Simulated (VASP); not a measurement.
# Co (P6_3/mmc) in VASP: notebook, part 2 of 2

VASP 6.6.1.

### 4 Relaxation of cell and atoms, PBE

This run uses another cell than the first one, of 11.07 Å³/atom, 0.991 times its volume.

The input, INCAR:

```
SYSTEM = Co
PREC = Accurate
ENCUT = 600
EDIFF = 1E-6
ISMEAR = -1
SIGMA = 0.1
LREAL = .False.
LASPH = .True.
NELM = 100
ALGO = Normal
ISIF = 3
LWAVE = .False.
LCHARG = .False.
GGA = PE
IBRION = 2
NSW = 80
EDIFFG = -0.01
```

The input, KPOINTS:

```
Automatic mesh
0
Gamma
  14 14 4
  0 0 0
```

The input, POSCAR:

```
Co
1.0
    2.5018845205      0.0000000000      0.0000000000
   -1.2509422603      2.1666955521      0.0000000000
    0.0000000000      0.0000000000      8.1711548441
Co
4
Direct
    0.0000000000      0.0000000000      0.0000000000
    0.0000000000      0.0000000000      0.5000000000
    0.3333333333      0.6666666667      0.2500000000
    0.6666666667      0.3333333333      0.7500000000
```

Potentials or basis: VASP PAW PBE potentials, release 64 (Co).

Run with:

```
$ cat potpaw_PBE.64/Co/POTCAR > POTCAR
$ mpirun -np 1 vasp_std > vasp.out
```

OUTCAR:

```text
SYSTEM = Co
   PREC = Accurate
   ENCUT = 600
   EDIFF = 1E-6
   ISMEAR = -1
   LREAL = .False.
   LASPH = .True.
   NELM = 100
   ISIF = 3
   GGA = PE
   IBRION = 2
   NSW = 80
   EDIFFG = -0.01

 ion  position               nearest neighbor table
   1  0.000  0.000  0.000-   3 2.50   4 2.50   4 2.50   3 2.50   4 2.50   3 2.50
   2  0.000  0.000  0.500-   3 2.50   4 2.50   4 2.50   3 2.50   4 2.50   3 2.50
   3  0.333  0.667  0.250-   1 2.50   2 2.50   1 2.50   2 2.50   1 2.50   2 2.50
   4  0.667  0.333  0.750-   1 2.50   2 2.50   1 2.50   2 2.50   1 2.50   2 2.50

  LATTYP: Found a hexagonal cell.
 ALAT       =     2.5018845205
 C/A-ratio  =     3.2660000001

  Lattice vectors:

 A1 = (   2.5018845205,   0.0000000000,   0.0000000000)
 A2 = (  -1.2509422603,   2.1666955521,   0.0000000000)
 A3 = (   0.0000000000,   0.0000000000,   8.1711548441)

Analysis of symmetry for initial positions (statically):
=====================================================================
 Subroutine PRICEL returns:
 Original cell was already a primitive cell.
[... 185 lines left out ...]

 k-point     1 :       0.0000    0.0000    0.0000
  band No.  band energies     occupation
      1       1.1672      2.00000
      2       3.3886      2.00000
      3       3.3898      2.00000
      4       5.3594      2.00000
      5       7.6684      2.00000
      6       7.6768      2.00000
[... 742 lines left out ...]
--------------------------------------- Ionic step        5  -------------------------------------------

 number of electron      36.0000002 magnetization

 Free energy of the ion-electron system (eV)
  ---------------------------------------------------
  ext. energy  EPLUGINS =         0.00000000
  ---------------------------------------------------
  free energy    TOTEN  =       -27.47659307 eV

  energy without entropy =      -27.15422382  energy(sigma->0) =      -27.31540844

 E-fermi :  10.8947     XC(G=0): -13.7246

 val. band max:       10.8860448800   @ k =   0.2857   0.0714   0.0000
 cond. band min:      10.8952650041   @ k =   0.2857   0.0000   0.2500
 fundamental gap:      0.0092201240
 Fermi energy:        10.8947322347

 k-point     1 :       0.0000    0.0000    0.0000
  band No.  band energies     occupation
      1       1.7774      2.00000
      2       4.1119      2.00000
      3       4.1138      2.00000
      4       6.0317      2.00000
      5       8.5249      2.00000
      6       8.5358      2.00000
[... 622 lines left out ...]
  FREE ENERGIE OF THE ION-ELECTRON SYSTEM (eV)
  ---------------------------------------------------
  free  energy   TOTEN  =       -27.4765930687 eV

  energy  without entropy=      -27.1542238159  energy(sigma->0) =      -27.31540844

 reached required accuracy - stopping structural energy minimisation
```

OSZICAR:

```text
N       E                     dE             d eps       ncg     rms          rms(c)
DAV:   1     0.250055757543E+03    0.25006E+03   -0.17610E+04  3168   0.243E+03
DAV:   2    -0.143276869530E+02   -0.26438E+03   -0.25757E+03  3186   0.414E+02
DAV:   3    -0.313480675366E+02   -0.17020E+02   -0.15799E+02  4032   0.134E+02
DAV:   4    -0.325510627531E+02   -0.12030E+01   -0.11350E+01  4210   0.304E+01
[... 49 lines left out ...]
DAV:   2    -0.274766734555E+02    0.26816E-03   -0.34053E-04  4818   0.293E-01    0.573E-02
DAV:   3    -0.274770377499E+02   -0.36429E-03   -0.21226E-03  5146   0.790E-01    0.308E-01
DAV:   4    -0.274765961394E+02    0.44161E-03   -0.18521E-03  5198   0.770E-01    0.116E-02
DAV:   5    -0.274765932258E+02    0.29135E-05   -0.39557E-05  3216   0.627E-02    0.531E-03
DAV:   6    -0.274765930687E+02    0.15711E-06   -0.11163E-06  1708   0.159E-02
   5 F= -.27476593E+02 E0= -.27315408E+02  d E =-.792118E-04
```

CONTCAR:

```text
Co
   1.00000000000000
     2.4458181006935948    0.0000000000012969    0.0000000000000000
    -1.2229090503945537    2.1181406082469567   -0.0000000000000000
     0.0000000000000000    0.0000000000000000    7.9607844113282011
  Co
     4
Direct
     0.0000000000000000    0.0000000000000000    0.0000000000000000
     0.0000000000000000    0.0000000000000000    0.5000000000000000
     0.3333333332999970    0.6666666667000030    0.2500000000000000
     0.6666666667000030    0.3333333332999970    0.7500000000000000

  0.00000000E+00  0.00000000E+00  0.00000000E+00
  0.00000000E+00  0.00000000E+00  0.00000000E+00
  0.00000000E+00  0.00000000E+00  0.00000000E+00
  0.00000000E+00  0.00000000E+00  0.00000000E+00
```

Run time: 7.6 min. Hardware: 1 thread of AMD EPYC 7R13, shared host; peak memory 0.19 GiB.

What came out:

```
Free energy                            : -27.4766 eV
Relaxed volume                         : 10.31 Å³/atom
Relaxed cell                           : a = 2.446 Å, b = 2.446 Å, c = 7.961 Å, α = 90.00°, β = 90.00°, γ = 120.00°
Space group after relaxing (to 0.05 Å) : P6_3/mmc (No. 194)
Energy gained by relaxing              : 38.0 meV/atom
Ionic steps                            : 5
Pressure after relaxing                : 0.1 GPa
```

Step by step:
```csv
step,energy change (eV),largest force (eV/Å),pressure (GPa),volume (Å³)
1,0.0000,0.0000,-14.87,44.29
2,0.0761,0.0000,24.53,38.03
3,-0.1518,0.0000,-0.30,41.30
4,-0.1519,0.0000,0.14,41.24
5,-0.1520,0.0000,0.07,41.24
```

Final structure:
```cif
data_structure
_symmetry_space_group_name_H-M 'P 1'
_symmetry_Int_Tables_number 1
_cell_length_a 2.4458
_cell_length_b 2.4458
_cell_length_c 7.9608
_cell_angle_alpha 90.000
_cell_angle_beta 90.000
_cell_angle_gamma 120.000
_cell_volume 41.24
loop_
_atom_site_label
_atom_site_type_symbol
_atom_site_fract_x
_atom_site_fract_y
_atom_site_fract_z
_atom_site_occupancy
Co1 Co 0.00000 0.00000 0.00000 1
Co2 Co 0.00000 0.00000 0.50000 1
Co3 Co 0.33333 0.66667 0.25000 1
Co4 Co 0.66667 0.33333 0.75000 1
```

Levels at points of the mesh, in eV from the Fermi level:
```tsv
k point	band 14	band 15	band 16	band 17	band 18	band 19	band 20	band 21	band 22
(0.00, 0.00, 0.00)	-1.61	-1.61	-0.85	-0.85	-0.47	-0.47	-0.19	-0.19	-0.11
(0.50, 0.00, 0.00)	0.32	0.32	0.36	0.38	0.48	0.49	0.51	0.52	1.65
(0.00, 0.00, 0.50)	-1.77	-1.58	-1.58	-0.66	-0.66	-0.66	-0.66	0.07	0.07
(0.50, 0.00, 0.50)	-0.83	-0.04	-0.04	0.34	0.34	0.47	0.47	1.91	1.91
```

Caveat: the bands computed are all filled at some k points, so no gap is given; the run has no spin polarisation, though such a crystal can be magnetic.

### 5 The runs side by side

```csv
task,cell,k mesh,cutoff (eV),gap on the mesh (eV),pressure (GPa)
single point,"a = 2.513, b = 2.513, c = 8.179 Å, angles 90.0, 90.0, 120.0°, 4 atoms",17 × 17 × 5,520,none,-16.4
single point,"a = 2.449, b = 2.449, c = 7.972 Å, angles 90.0, 90.0, 120.0°, 4 atoms",19 × 19 × 6,520,none,-0.9
relaxation of cell and atoms,"relaxed from a = 2.502, b = 2.502, c = 8.171 Å, angles 90.0, 90.0, 120.0°, 4 atoms",14 × 14 × 4,600,-,0.1
```

Alike in all rows: level PBE; potentials or basis VASP PAW PBE potentials, release 64 (Co); no spin polarisation; smearing fermi-dirac 0.1 eV.

Caveats: the run has no spin polarisation, though such a crystal can be magnetic; the bands computed are all filled at some k points, so no gap is given (some runs).

Total energies depend on the potentials used, so only differences within one code and one set of settings carry meaning.
